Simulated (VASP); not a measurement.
Write the native input for VASP 6.6.1 that does the following.

```yaml
Task: single point
Functional: PBE
Potentials_or_basis: VASP PAW PBE potentials, release 64 (C, Se)
Cutoff: 520 eV
k_mesh: 2 × 2 × 1
Occupations: fermi-dirac, width 0.05 eV
Spin: no spin polarisation
Dipole_correction: no
Further_INCAR_settings: LREAL = Auto; ALGO = Normal; EDIFF = 1e-07; NBANDS = 54
```

The structure of C18Se lies in POSCAR:

```
C18Se
1.0
    7.3980000000      0.0000000000      0.0000000000
   -3.6990000000      6.4068560000      0.0000000000
    0.0000000000      0.0000000000     12.0000000000
C Se
18 1
Direct
    0.0052694179      0.0061830639      0.0797688333
    0.2258529469      0.1164928633      0.0755838333
    0.0042295833      0.3378287260      0.0785758333
    0.2257967058      0.4459635116      0.0824861667
    0.0042784347      0.6735436226      0.0783249167
    0.2257770963      0.7868734680      0.0824628333
    0.3369156481      0.0049618721      0.0772971667
    0.5622152048      0.1173019965      0.0783288333
    0.3369389139      0.3390275979      0.0771051667
    0.5622245027      0.4519764452      0.0779300833
    0.3337617337      0.6704602070      0.1019068333
    0.5624628605      0.7846442936      0.1030116667
    0.6721689615      0.0089572795      0.0857774167
    0.8939928472      0.1176107283      0.0803596667
    0.6731808012      0.3401172119      0.0757514167
    0.8940240826      0.4505796603      0.0783478333
    0.6722114928      0.6702953836      0.0852684167
    0.8939870831      0.7834521332      0.0800009167
    0.4157228608      0.7097782438      0.2717115833
```

These files were run (other wordings do the same):

INCAR

```
SYSTEM = C18Se
PREC     = Accurate       ! precision mode
ENCUT    = 520            ! plane-wave cutoff, eV
EDIFF    = 1E-7           ! SCF threshold, eV
ISMEAR   = -1             ! smearing method
SIGMA    = 0.05           ! smearing width, eV
LREAL    = Auto         
LASPH    = .True.         ! aspherical terms in the spheres
NELM     = 80             ! most SCF steps
ALGO     = Normal         ! electronic algorithm
ISIF     = 2              ! what is computed and relaxed
LWAVE    = .False.        ! write WAVECAR
LCHARG   = .True.         ! write CHGCAR
GGA      = PE             ! functional
LELF     = .True.         ! ELF
LVHAR    = .True.       
NBANDS   = 54             ! bands
```

KPOINTS

```
Automatic mesh
0
Gamma
  2 2 1
  0 0 0
```

Potentials or basis: VASP PAW PBE potentials, release 64 (C, Se).

Run with:

```bash
$ cat potpaw_PBE.64/C/POTCAR potpaw_PBE.64/Se/POTCAR > POTCAR
$ mpirun -np 1 vasp_std > vasp.out
```

It gave:

```json
{
  "Largest force": "0.332 eV/Å",
  "Band gap on the k mesh": "0.26 eV, direct"
}
```

Caveat: the k points lie up to 0.49 Å⁻¹ apart.

Run time: 7 min on 1 thread of Intel(R) Xeon(R) Platinum 8259CL CPU @ 2.50GHz (Skylake/Cascade Lake), with other jobs on the host, peak memory 0.58 GiB.
